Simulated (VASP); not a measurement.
Here is a VASP 6.6.1 calculation.

File POSCAR:

```
Sb
1.0
    4.8308328793      0.0000000000      0.0000000000
    0.0000000000      4.3329466555      0.0000000000
    0.0000000000      0.0000000000     29.0216962420
Sb
4
Direct
    0.0512108167      0.0000000000      0.3751112503
    0.4487891833      0.5000000000      0.3751112503
    0.5512108167      0.5000000000      0.2795713651
    0.9487891833      0.0000000000      0.2795713651
```

File INCAR.step1:

```
SYSTEM = Sb
ALGO = Normal
DIPOL = 0.5 0.5 0.327
EDIFF = 1E-5
ENCUT = 520
GGA = PE
IDIPOL = 3
ISIF = 2
ISMEAR = -1
LASPH = .True.
LCHARG = .False.
LDIPOL = .True.
LREAL = .False.
LWAVE = .True.
NBANDS = 18
NELM = 80
PREC = Accurate
SIGMA = 0.02
```

File INCAR.step2:

```
SYSTEM = Sb
ALGO = Normal
DIPOL = 0.5 0.5 0.327
EDIFF = 1E-7
ENCUT = 520
GGA = PE
HFSCREEN = 0.2079
IDIPOL = 3
ISIF = 2
ISMEAR = -1
ISTART = 1
LASPH = .True.
LCHARG = .False.
LDIPOL = .True.
LHFCALC = .True.
LREAL = .False.
LWAVE = .False.
NBANDS = 18
NELM = 80
PREC = Accurate
PRECFOCK = Normal
SIGMA = 0.02
```

KPOINTS

```
k-points
0
Gamma
  4 4 1
  0 0 0
```

Potentials or basis: VASP PAW PBE potentials, release 64 (Sb).

Launch:

```console
$ cat potpaw_PBE.64/Sb/POTCAR > POTCAR
$ cp INCAR.step1 INCAR
$ mpirun -np 1 vasp_std > vasp.out
$ cp INCAR.step2 INCAR
$ mpirun -np 1 vasp_std > vasp.out
```

Question: Predict the largest force.

Answer: 0.108 eV/Å.

Question: Estimate the band gap on the k mesh.

Answer: 1.08 eV.

Forces in eV/Å, atoms in the order of the input:
```
Sb   0.067  0.000 -0.085
Sb  -0.067  0.000 -0.085
Sb   0.067  0.000  0.085
Sb  -0.067  0.000  0.085
```

Caveat: the PAW data sets were made with another functional, which shifts forces and pressure a little; spin-orbit coupling is left out, which moves the levels of the heavy elements.
